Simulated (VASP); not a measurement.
Set up this calculation in VASP 6.6.1, as the native input.

| Property | Result |
| --- | --- |
| Task | single point |
| Functional | PBEsol |
| Potentials or basis | VASP PAW PBE potentials, release 64 (W_sv, S) |
| Cutoff | 520 eV |
| k mesh | 12 × 12 × 2 |
| Occupations | gaussian, width 0.05 eV |
| Spin | no spin polarisation |
| Dipole correction | no |
| Further INCAR settings | ALGO = Normal; EDIFF = 1e-06; NBANDS = 35 |

The structure of WS2 lies in POSCAR:

```
WS2
1.0
    2.9571285006      0.0000000000      0.0000000000
   -1.4785642503      2.7244131955      0.0000000000
    0.0000000000      0.0000000000     23.5674572586
W S
2 4
Direct
    0.3333333333      0.6666666667      0.6345758579
    0.6666666667      0.3333333333      0.3654241421
    0.3333333333      0.6666666667      0.2989469828
    0.6666666667      0.3333333333      0.5680493466
    0.3333333333      0.6666666667      0.4319506534
    0.6666666667      0.3333333333      0.7010530172
```

This cell differs from its parent crystal: strain -0.0600 x Voigt [1, 0, 0, 0, 0, 0].

One way to write it, as run:

INCAR

```
SYSTEM = WS2
PREC = Accurate
ENCUT = 520
EDIFF = 1E-6
ISMEAR = 0
SIGMA = 0.05
LREAL = .FALSE.
LASPH = .TRUE.
NELM = 80
ALGO = Normal
ISIF = 2
LWAVE = .FALSE.
LCHARG = .FALSE.
GGA = PS
NBANDS = 35
```

KPOINTS

```
Automatic mesh
0
G
  12 12 2
  0 0 0
```

Potentials or basis: VASP PAW PBE potentials, release 64 (W_sv, S).

Run with:

```bash
$ cat potpaw_PBE.64/W_sv/POTCAR potpaw_PBE.64/S/POTCAR > POTCAR
$ mpirun -np 1 vasp_std > vasp.out
```

Results of the run:

```yaml
Largest_force: 0.862 eV/Å
Band_gap_on_the_k_mesh: 1.68 eV (least direct gap 2.27 eV)
```

Caveat: the cell differs from its parent crystal (strain -0.0600 x Voigt [1, 0, 0, 0, 0, 0]); there is no dipole correction, which matters where the two faces differ; the PAW data sets were made with another functional, which shifts forces and pressure a little; spin-orbit coupling is left out, which moves the levels of the heavy elements.

Run time: 22 min on 1 thread of Intel Xeon 8259CL, with other jobs on the host, peak memory 0.61 GiB.
